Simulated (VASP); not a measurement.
Here is a VASP 6.6.1 calculation.

File INCAR:

```
PREC = Accurate
ENCUT = 520
EDIFF = 1E-6
ISMEAR = -1
SIGMA = 0.01
LREAL = F
LASPH = T
NELM = 80
ALGO = Normal
ISIF = 2
LWAVE = F
LCHARG = F
GGA = PE
NBANDS = 26
```

The input KPOINTS:

```
regular mesh
0
Gamma
  7 7 4
```

File POSCAR:

```
CdS
1.0
    4.1347992034      0.0620219880      0.0620219880
   -2.0136869844      3.5498301557      0.0227016232
    0.1012350000      0.1012350000      6.7490000000
Cd S
2 2
Direct
    0.3333333333      0.6666666667      0.0000000000
    0.6666666667      0.3333333333      0.5000000000
    0.3333333333      0.6666666667      0.3850000000
    0.6666666667      0.3333333333      0.8850000000
```

Potentials or basis: VASP PAW PBE potentials, release 64 (Cd, S).

Run with:

```bash
$ cat potpaw_PBE.64/Cd/POTCAR potpaw_PBE.64/S/POTCAR > POTCAR
$ mpirun -np 1 vasp_std > vasp.out
```

Q: Predict the pressure.

A: 3.0 GPa.

Q: Estimate the band gap on the k mesh.

A: 1.18 eV.

Q: Predict the largest force.

A: 0.462 eV/Å.

Forces in eV/Å, atoms in the order of the input:
```
Cd  -0.310 -0.109  0.285
Cd   0.073 -0.125  0.271
S   -0.107  0.125 -0.267
S    0.343  0.108 -0.289
```

Caveat: the cell differs from its parent crystal (equal xy, yz and zx shear strains of +3 %).
